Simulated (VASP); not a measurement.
# CrRu: single point with LDA

The system is CrRu.

```
Cr Ru
1.0
     2.71599    0.00000    0.00000
    -1.35800    2.35212    0.00000
     0.00000    0.00000    4.30074
Cr Ru
1 1
Direct
  0.66667 0.33333 0.00000
  0.33333 0.66667 0.50000
```

```
Program             : VASP 6.6.1
Task                : single point
Functional          : LDA
Potentials or basis : VASP PAW LDA potentials, release 64 (Cr_pv, Ru_pv)
Cutoff              : 520 eV
k mesh              : 12 × 12 × 7
Occupations         : fermi-dirac, width 0.1 eV
Spin                : collinear spin, ferromagnetic start
Starting moments    : [3.0, 1.5] μB
```

- Pressure: -29.0 GPa
- Band gap on the k mesh: zero (filled and empty bands overlap)
- Net moment: 0.00 μB per cell
- Valence electrons inside the program's atomic spheres: Cr 10.79; Ru 12.63

Stress tensor (GPa, compression positive):
```
-27.99   0.00   0.00
  0.00 -27.99   0.00
  0.00   0.00 -30.92
```

Levels at points of the mesh, in eV from the Fermi level:
Spin up:
| k point | band 10 | band 11 | band 12 | band 13 | band 14 | band 15 | band 16 | band 17 |
| --- | --- | --- | --- | --- | --- | --- | --- | --- |
| (0.00, 0.00, 0.00) | -1.89 | -0.83 | -0.28 | -0.28 | -0.12 | -0.12 | 1.26 | 1.71 |
| (0.50, 0.00, 0.00) | -1.60 | -1.26 | -0.71 | -0.20 | 1.86 | 2.15 | 2.19 | 3.73 |
Spin down:
```tsv
k point	band 10	band 11	band 12	band 13	band 14	band 15	band 16	band 17
(0.00, 0.00, 0.00)	-1.89	-0.83	-0.28	-0.28	-0.12	-0.12	1.26	1.72
(0.50, 0.00, 0.00)	-1.60	-1.26	-0.71	-0.20	1.86	2.15	2.19	3.73
```

Run time: 57 s on 1 thread of Intel(R) Xeon(R) Platinum 8488C (Sapphire Rapids) (shared host), peak memory 0.19 GiB.

Caveat: the cell stands under tension; an empty level that is flat over the whole mesh can mark a ghost state of the potentials, or a narrow d or f band.
